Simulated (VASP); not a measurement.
Write the native input for VASP 6.6.1 that does the following.

| Quantity | Value |
| --- | --- |
| Task | single point |
| Functional | PBE |
| Potentials or basis | VASP PAW PBE potentials, release 64 (V_sv) |
| Cutoff | 520 eV |
| k mesh | 18 × 18 × 10 |
| Occupations | fermi-dirac, width 0.1 eV |
| Spin | no spin polarisation |
| Dipole correction | no |
| Further INCAR settings | ALGO = Normal; EDIFF = 1e-06; NBANDS = 20 |

The structure of V lies in POSCAR:

```
V
1.0
    2.6140584682      0.0000000000      0.0000000000
   -1.3070292341      2.2638410404      0.0000000000
    0.0000000000      0.0000000000      4.6864985002
V
2
Direct
    0.3333333333      0.6666666667      0.2500000000
    0.6666666667      0.3333333333      0.7500000000
```

One way to write it, as run:

INCAR

```
ALGO = Normal ; EDIFF = 1E-6
ENCUT = 520 ; GGA = PE
ISIF = 2 ; ISMEAR = -1
LASPH = T ; LCHARG = F
LREAL = F ; LWAVE = F
NBANDS = 20 ; NELM = 80
PREC = Accurate ; SIGMA = 0.1
```

KPOINTS

```
k-points
0
Gamma
  18 18 10
```

Potentials or basis: VASP PAW PBE potentials, release 64 (V_sv).

The run is started by

```sh
$ cat potpaw_PBE.64/V_sv/POTCAR > POTCAR
$ mpirun -np 1 vasp_std > vasp.out
```

Results of the run:

| Item | Value |
| --- | --- |
| Pressure | 0.2 GPa |
| Band gap on the k mesh | zero (band 13 reaches 11.30 eV, above the bottom of band 14 at 9.10 eV) |

Run time: 37 s on 1 thread of Intel(R) Xeon(R) 6975P-C (Granite Rapids) (shared host), peak memory 0.21 GiB.
